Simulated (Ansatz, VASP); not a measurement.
TiSi2 in VASP and in Ansatz

```
CELL_PARAMETERS angstrom
1.77464 -6.78156 0.00000
1.77464 6.78156 0.00000
0.00000 0.00000 3.58032
ATOMIC_POSITIONS crystal
Ti 0.89679 0.10321 0.75000
Ti 0.10321 0.89679 0.25000
Si 0.55917 0.44083 0.75000
Si 0.44083 0.55917 0.25000
Si 0.24964 0.75036 0.75000
Si 0.75036 0.24964 0.25000
```

Alike in both runs: functional PBE; k mesh 10 × 10 × 10; occupations fermi-dirac, width 0.15 eV; no spin polarisation.

Ansatz relaxed the structure, and its values are those at the end. VASP's run is a single point on that final structure, the one shown.

|  | VASP | Ansatz |
| --- | --- | --- |
| version | VASP 6.6.1 | Ansatz 0.2.0 |
| potentials or method | VASP PAW PBE potentials, release 64 (Ti_sv, Si), cutoff 520 eV | scalar-relativistic, plane waves, PAW |
| valence electrons in the cell | 40 | 40 |

Ansatz gave:

- gap on the k mesh at the Fermi level (eV): none
- pressure (GPa): 0.0
- rms of the force components (eV/Å): 0.000

**Question.** Which values does VASP return?

**Answer.** gap on the k mesh at the Fermi level (eV): none; pressure (GPa): 0.0; rms of the force components (eV/Å): 0.003.

A gap of «none» marks a metal or a gap that the smearing closes.
